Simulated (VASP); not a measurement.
GaP:

```
Ga P
1.0
     0.00000    2.72525    2.72525
     2.72525    0.00000    2.72525
     2.72525    2.72525    0.00000
Ga P
1 1
Direct
  0.00000 0.00000 0.00000
  0.75000 0.75000 0.75000
```

Base run:

```yaml
Program: VASP 6.6.1
Functional: PBE
Potentials_or_basis: VASP PAW PBE potentials, release 64 (Ga_d, P)
Cutoff: 520 eV
k_mesh: 8 × 8 × 8
Occupations: gaussian, width 0.027 eV
Spin: no spin polarisation
```

Its results: band gap on the k mesh 1.64 eV, indirect (least direct gap 1.83 eV); pressure 2.5 GPa.

The run is repeated on the same cell with these changes: k mesh from 8 × 8 × 8 to 7 × 7 × 7; occupations from gaussian, width 0.027 eV to gaussian, width 0.1 eV. What comes out?

Band gap on the k mesh 1.59 eV, indirect (least direct gap 1.83 eV); pressure 2.5 GPa.

A k mesh can miss the band edges.
